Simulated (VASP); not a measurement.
Input of a VASP 6.6.1 run:

INCAR

```
PREC = Accurate ; ENCUT = 520
EDIFF = 1E-7 ; ISMEAR = 0
SIGMA = 0.1 ; LREAL = F
LASPH = T ; NELM = 60
ALGO = Normal ; ISIF = 2
LWAVE = F ; LCHARG = T
LDIPOL = T ; IDIPOL = 3
DIPOL = 0.5 0.5 0.283 ; GGA = PE
IVDW = 12 ; LELF = T
LVHAR = T ; LVACPOTAV = T
NBANDS = 18
```

KPOINTS

```
regular mesh
0
Gamma
  6 6 1
```

File POSCAR:

```
As
1.0
    3.5793673928     -0.0000002748      0.0000000000
   -1.7896834584      3.0998232291      0.0000000000
    0.0000000000      0.0000000000     35.3725712000
As
4
Direct
    0.6666666667      0.3333333333      0.2294196972
    0.3333333333      0.6666666667      0.1899995883
    0.6666666667      0.3333333333      0.3359901479
    0.0000000000      0.0000000000      0.3754102568
```

Potentials or basis: VASP PAW PBE potentials, release 64 (As).

Launch:

```console
$ cat potpaw_PBE.64/As/POTCAR > POTCAR
$ mpirun -np 1 vasp_std > vasp.out
```

(1) What does it give for the ionisation potential of the upper face?

(2) What does it give for the band gap on the k mesh?

(3) Predict the dispersion energy per atom.

(4) What does it give for the largest force?

Answers

(1) 5.26 eV.

(2) 1.25 eV, indirect (least direct gap 1.87 eV).

(3) -0.254 eV.

(4) 0.081 eV/Å.
